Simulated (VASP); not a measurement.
Wanted: the native input for a VASP 6.6.1 run.

| Quantity | Value |
| --- | --- |
| Task | single point |
| Functional | PBE |
| Potentials or basis | VASP PAW PBE potentials, release 64 (Mo_sv, W_sv) |
| Cutoff | 500 eV |
| k mesh | 4 × 4 × 4 |
| Occupations | gaussian, width 0.1 eV |
| Spin | no spin polarisation |
| Dipole correction | no |
| Further INCAR settings | ALGO = Normal; EDIFF = 1e-06; NBANDS = 36 |

The structure of Mo3W lies in POSCAR:

```
Mo3W
1.0
    0.0000000000      3.1689862340      3.1689862340
    3.1689862340      0.0000000000      3.1689862340
    3.1689862340      3.1689862340      0.0000000000
Mo W
3 1
Direct
    0.0000000000      0.0000000000      0.0000000000
    0.2500000000      0.2500000000      0.2500000000
    0.7500000000      0.7500000000      0.7500000000
    0.5000000000      0.5000000000      0.5000000000
```

These files were run (other wordings do the same):

INCAR

```
SYSTEM = Mo3W
PREC     = Accurate       ! precision mode
ENCUT    = 500            ! plane-wave cutoff, eV
EDIFF    = 1E-6           ! SCF threshold, eV
ISMEAR   = 0              ! smearing method
SIGMA    = 0.1            ! smearing width, eV
LREAL    = .False.        ! projectors in reciprocal space
LASPH    = .True.         ! aspherical terms in the spheres
NELM     = 120            ! most SCF steps
ALGO     = Normal         ! electronic algorithm
ISIF     = 2              ! what is computed and relaxed
LWAVE    = .False.        ! write WAVECAR
LCHARG   = .False.        ! write CHGCAR
GGA      = PE             ! functional
NBANDS   = 36             ! bands
GGA_COMPAT= .False.
```

KPOINTS

```
regular mesh
0
Gamma
  4 4 4
  0 0 0
```

Potentials or basis: VASP PAW PBE potentials, release 64 (Mo_sv, W_sv).

Command:

```bash
$ cat potpaw_PBE.64/Mo_sv/POTCAR potpaw_PBE.64/W_sv/POTCAR > POTCAR
$ mpirun -np 1 vasp_std > vasp.out
```

It gave:

- Pressure: 0.4 GPa
- Band gap on the k mesh: 0.29 eV, indirect (least direct gap 0.84 eV)

Caveat: the k points lie up to 0.43 Å⁻¹ apart; spin-orbit coupling is left out, which moves the levels of the heavy elements.

It took 27 s on 1 thread of AMD EPYC 9R45 (Zen 5), on a shared host, peak memory 0.16 GiB.
